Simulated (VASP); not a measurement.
The system is Ru.

```xyz
2
Lattice="2.7589 0.0000 0.0000 -1.3794 2.3893 0.0000 0.0000 0.0000 4.3659" Properties=species:S:1:pos:R:3 pbc="T T T"
Ru    1.3794    0.7964    3.2744
Ru    0.0000    1.5928    1.0915
```

This cell differs from its parent crystal: volume scaled by 1.06.

Base run:

```yaml
Program: VASP 6.6.1
Functional: PBEsol
Potentials_or_basis: VASP PAW PBE potentials, release 64 (Ru_pv)
Cutoff: 520 eV
k_mesh: 11 × 11 × 6
Occupations: fermi-dirac, width 0.05 eV
Spin: no spin polarisation
```

Its results: band gap on the k mesh zero (band 14 reaches 13.03 eV, above the bottom of band 15 at 10.22 eV); pressure -22.3 GPa.

Problem. After a change of settings the same cell gave: band gap on the k mesh zero (band 14 reaches 13.67 eV, above the bottom of band 15 at 10.88 eV); pressure 1.2 GPa. Which change was it?
A. dispersion from none to D3(BJ)
B. functional from PBEsol to r2SCAN
C. functional from PBEsol to LDA; potentials or basis from VASP PAW PBE potentials, release 64 (Ru_pv) to VASP PAW LDA potentials, release 64 (Ru_pv)
D. functional from PBEsol to BLYP

Solution. D.

BLYP binds less tightly than PBEsol, so the same cell stands under more pressure.

Caveats: the PAW data sets were made with another functional, which shifts forces and pressure a little.
